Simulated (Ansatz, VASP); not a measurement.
**FeGe in VASP and in Ansatz**

```
Fe Ge
1.0
     4.66262    0.00000    0.00000
     0.00000    4.66262    0.00000
     0.00000    0.00000    4.66262
Fe Ge
4 4
Direct
  0.13491 0.13491 0.13491
  0.36509 0.86509 0.63491
  0.63491 0.36509 0.86509
  0.86509 0.63491 0.36509
  0.84176 0.84176 0.84176
  0.65824 0.15824 0.34176
  0.34176 0.65824 0.15824
  0.15824 0.34176 0.65824
```

Alike in both runs: task single point; functional PBE; k mesh 8 × 8 × 8; occupations gaussian, width 0.05 eV; no spin polarisation.

|  | VASP | Ansatz |
| --- | --- | --- |
| version | VASP 6.6.1 | Ansatz 0.2.0 |
| potentials or method | VASP PAW PBE potentials, release 64 (Fe, Ge_d), cutoff 520 eV | scalar-relativistic, plane waves, PAW |
| valence electrons in the cell | 88 | 120 |

Ansatz gave:

| Quantity | Value |
| --- | --- |
| gap on the k mesh at the Fermi level (eV) | 0.09 |
| least direct gap on the mesh (eV) | 0.12 |
| pressure (GPa) | -3.0 |
| rms of the force components (eV/Å) | 0.165 |

Problem. Estimate VASP's values.

Solution. gap on the k mesh at the Fermi level (eV): 0.09; least direct gap on the mesh (eV): 0.11; pressure (GPa): -2.9; rms of the force components (eV/Å): 0.160.

Atom by atom the forces differ by 0.011 eV/Å (rms over components). VASP's potentials hold 88 valence electrons a cell and Ansatz's 120, so a difference there can come from the potentials and not from the codes.
